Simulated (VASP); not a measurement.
Ca, 1 atom in the cell. It takes space group I4/mmm (No. 139, tetragonal). The conventional cell has a = 3.952 Å, b = 3.952 Å, c = 6.035 Å, α = 90.00°, β = 90.00°, γ = 90.00°. Ca (site symmetry 4/mmm) has 12 Ca at 3.95 to 4.11 Å within 5.2 Å.  This cell differs from its parent crystal: strain +0.000 along x and y, +0.080 along z.

```yaml
Program: VASP 6.6.1
Task: single point
Functional: PBE
Potentials_or_basis: VASP PAW PBE potentials, release 64 (Ca_sv)
Cutoff: 520 eV
k_mesh: 14 × 14 × 14
Occupations: gaussian, width 0.15 eV
Spin: no spin polarisation
Dipole_correction: no
Further_INCAR_settings: ALGO = Normal; EDIFF = 1e-07; NBANDS = 11
```

Potentials or basis: VASP PAW PBE potentials, release 64 (Ca_sv).

Run with:

```sh
$ cat potpaw_PBE.64/Ca_sv/POTCAR > POTCAR
$ mpirun -np 1 vasp_std > vasp.out
```

Hardware: 1 thread of Intel(R) Xeon(R) 6975P-C (Granite Rapids), on a shared host.

Question: Estimate the wall time of this run.

Answer: Wall time 37 s on 1 thread of Intel(R) Xeon(R) 6975P-C (Granite Rapids) (shared host), peak memory 0.27 GiB. Counts: scf iterations 12, k points 244.
